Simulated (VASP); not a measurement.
# Os: single point with LDA

The system is Os.

```
CELL_PARAMETERS angstrom
0.00000 1.90211 1.90211
1.90211 0.00000 1.90211
1.90211 1.90211 0.00000
ATOMIC_POSITIONS crystal
Os 0.00000 0.00000 0.00000
```

This isn't the form of Os at room conditions, which is hcp.

| Property | Result |
| --- | --- |
| Program | VASP 6.6.1 |
| Task | single point |
| Functional | LDA |
| Potentials or basis | VASP PAW LDA potentials, release 64 (Os_sv_GW) |
| Cutoff | 560 eV |
| k mesh | 10 × 10 × 10 |
| Occupations | fermi-dirac, width 0.05 eV |
| Spin | no spin polarisation |

The pressure is 0.5 GPa and the band gap on the k mesh is zero (bands 8 and 9 overlap by 4.14 eV).

Levels at points of the mesh, in eV from the Fermi level:
| k point | band 5 | band 6 | band 7 | band 8 | band 9 | band 10 | band 11 | band 12 |
| --- | --- | --- | --- | --- | --- | --- | --- | --- |
| (0.00, 0.00, 0.00) | -10.96 | -3.14 | -3.14 | -3.14 | 0.02 | 0.02 | 13.30 | 19.13 |
| (0.50, 0.00, 0.00) | -7.90 | -3.30 | -3.30 | -0.17 | 2.51 | 2.51 | 9.21 | 13.00 |
| (0.50, 0.50, 0.00) | -7.82 | -7.12 | 2.43 | 2.48 | 3.22 | 3.22 | 12.08 | 12.08 |

It took 6.3 s on 1 thread of AMD EPYC 9R45 96-Core Processor (Zen 5), on a shared host, peak memory 0.11 GiB.

Caveat: spin-orbit coupling is left out, which moves the levels of the heavy elements.
